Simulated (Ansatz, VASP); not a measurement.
## SrTl: VASP beside Ansatz

```xyz
2
Lattice="4.0320 0.0000 0.0000 0.0000 4.0320 0.0000 0.0000 0.0000 4.0320" Properties=species:S:1:pos:R:3 pbc="T T T"
Sr    0.0000    0.0000    0.1000
Tl    2.0160    2.0160    2.0160
```

Alike in both runs: task single point; functional LDA; k mesh 5 × 5 × 5; occupations fermi-dirac, width 0.05 eV; no spin polarisation.

|  | VASP | Ansatz |
| --- | --- | --- |
| version | VASP 6.6.1 | Ansatz 0.2.0 |
| potentials or method | VASP PAW LDA potentials, release 64 (Sr_sv, Tl_d) | plane waves, PAW |
| plane-wave cutoff (eV) | 500 | 420 |
| valence electrons in the cell | 23 | 23 |

```csv
,VASP,Ansatz,Ansatz less VASP
rms of the force components (eV/Å),0.080,0.080,-0.0005
```

LDA's correlation is that of Perdew and Zunger in VASP and of Perdew and Wang (1992) in Ansatz. Atom by atom the forces differ by 0.000 eV/Å (rms over components).

Neither program's run includes spin-orbit coupling.
